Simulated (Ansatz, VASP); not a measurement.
## Pt: VASP and Ansatz over several settings

```
Pt
1.0
     0.00000    1.98670    1.98670
     1.98670    0.00000    1.98670
     1.98670    1.98670    0.00000
Pt
1
Cartesian
  0.0000 0.0000 0.0000
```

Single points on this cell with VASP 6.6.1 and Ansatz 0.2.0. Each row is one pair of runs. Alike in all rows: spin: off; k mesh: 12 × 12 × 12; smearing: fermi-dirac, width 0.05 eV.

```csv
level,"VASP's potentials, cutoff","Ansatz's potentials, cutoff","gap on the k mesh at the Fermi level (eV), VASP","gap on the k mesh at the Fermi level (eV), Ansatz"
PBE exchange alone,"VASP PAW PBE potentials, release 64 (Pt), 520 eV","Ansatz PAW, 420 eV",none,none
r2SCAN,"VASP PAW PBE potentials, release 64 (Pt), 520 eV","Ansatz PAW, 500 eV",none,none
LDA,"VASP PAW LDA potentials, release 64 (Pt), 520 eV","Ansatz PAW, 420 eV",none,none
```

VASP's potentials hold 10 valence electrons a cell and Ansatz's 18, so a difference there can come from the potentials and not from the codes.

A gap of «none» marks a metal or a gap that the smearing closes.

Spin-orbit coupling is off throughout.
